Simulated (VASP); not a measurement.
SnSe2: single point with PBE+D3(BJ)

Crystal: SnSe2.

```
CELL_PARAMETERS angstrom
3.81100 0.00000 0.00000
-1.90550 3.30042 0.00000
0.00000 0.00000 6.13700
ATOMIC_POSITIONS crystal
Sn 0.00878 0.00643 0.00000
Se 0.32673 0.66184 0.25000
Se 0.66007 0.32850 0.75000
```

This cell differs from its parent crystal: atoms displaced along a vibrational mode.

```
Program             : VASP 6.6.1
Task                : single point
Functional          : PBE
Dispersion          : D3(BJ)
Potentials or basis : VASP PAW PBE potentials, release 64 (Sn_d, Se)
Cutoff              : 520 eV
k mesh              : 12 × 12 × 6
Occupations         : gaussian, width 0.05 eV
Spin                : no spin polarisation
```

| Item | Value |
| --- | --- |
| Pressure | 3.1 GPa |
| Largest force | 0.786 eV/Å |
| Band gap on the k mesh | 0.70 eV (least direct gap 1.09 eV) |
| Dispersion energy per atom | -0.361 eV |

Forces in eV/Å, atoms in the order of the input:
```
Sn  -0.247 -0.247  0.001
Se   0.109  0.123  0.763
Se   0.137  0.123 -0.764
```

Stress tensor (GPa, compression positive):
```
 2.65  0.03 -0.09
 0.03  2.65  0.00
-0.09  0.00  4.04
```

Levels at points of the mesh, in eV from the valence-band top:
| k point | band 9 | band 10 | band 11 | band 12 | band 13 | band 14 | band 15 | band 16 | band 17 | band 18 |
| --- | --- | --- | --- | --- | --- | --- | --- | --- | --- | --- |
| (0.00, 0.00, 0.00) | -0.74 | -0.74 | -0.41 | -0.40 | -0.05 | 1.04 | 2.92 | 4.61 | 4.61 | 8.09 |
| (0.50, 0.00, 0.00) | -4.50 | -2.96 | -2.70 | -1.26 | -0.34 | 1.12 | 3.75 | 5.38 | 5.44 | 7.20 |
| (0.00, 0.50, 0.00) | -4.50 | -2.96 | -2.70 | -1.25 | -0.34 | 1.12 | 3.75 | 5.34 | 5.48 | 7.20 |
| (0.50, 0.50, 0.00) | -4.51 | -2.96 | -2.69 | -1.25 | -0.34 | 1.11 | 3.76 | 5.32 | 5.51 | 7.19 |
| (0.00, 0.00, 0.50) | -2.10 | -0.83 | -0.82 | -0.26 | -0.26 | 2.41 | 2.89 | 4.34 | 4.35 | 8.09 |
| (0.50, 0.00, 0.50) | -4.95 | -2.53 | -2.03 | -0.88 | -0.74 | 0.82 | 4.21 | 4.79 | 5.79 | 6.30 |
| (0.00, 0.50, 0.50) | -4.96 | -2.53 | -2.03 | -0.88 | -0.74 | 0.82 | 4.21 | 4.79 | 5.77 | 6.32 |
| (0.50, 0.50, 0.50) | -4.96 | -2.52 | -2.03 | -0.88 | -0.73 | 0.82 | 4.21 | 4.79 | 5.75 | 6.35 |

Wall time 13 min on 1 thread of Intel Xeon 8259CL, on a shared host, peak memory 0.71 GiB.

Caveat: the cell differs from its parent crystal (atoms displaced along a vibrational mode); the cell stands under pressure; semilocal functionals underestimate gaps, and a narrow one can read as zero; spin-orbit coupling is left out, which moves the levels of the heavy elements. A k mesh can miss the band edges.
